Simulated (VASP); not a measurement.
A run of VASP 6.6.1 is set up as follows.

The input INCAR:

```
ALGO     = Normal         # electronic algorithm
EDIFF    = 1E-6           # SCF threshold, eV
ENCUT    = 520            # plane-wave cutoff, eV
GGA      = PE             # functional
ISIF     = 2              # what is computed and relaxed
ISMEAR   = 0              # smearing method
LASPH    = True           # aspherical terms in the spheres
LCHARG   = True           # write CHGCAR
LELF     = True           # ELF
LREAL    = False          # projectors in reciprocal space
LVHAR    = True         
LWAVE    = False          # write WAVECAR
NBANDS   = 20             # bands
NELM     = 80             # most SCF steps
PREC     = Accurate       # precision mode
SIGMA    = 0.05           # smearing width, eV
```

KPOINTS

```
k-points
0
Gamma
  8 8 8
```

The input POSCAR:

```
CdF2
1.0
    0.0000000000      2.7402705265      2.8498813476
    2.7402705265      0.0000000000      2.8498813476
    2.7402705265      2.7402705265      0.0000000000
Cd F
1 2
Direct
    0.0000000000      0.0000000000      0.0000000000
    0.2500000000      0.2500000000      0.2500000000
    0.7500000000      0.7500000000      0.7500000000
```

Potentials or basis: VASP PAW PBE potentials, release 64 (Cd, F).

The run is started by

```sh
$ cat potpaw_PBE.64/Cd/POTCAR potpaw_PBE.64/F/POTCAR > POTCAR
$ mpirun -np 1 vasp_std > vasp.out
```

(1) What does it give for the pressure?

(2) Estimate the band gap on the k mesh.

Results:

(1) -2.9 GPa.

(2) 2.69 eV (least direct gap 3.27 eV).

Caveat: the cell differs from its parent crystal (engineering shear strain xy +0.0000, normal strain along z +0.0400).
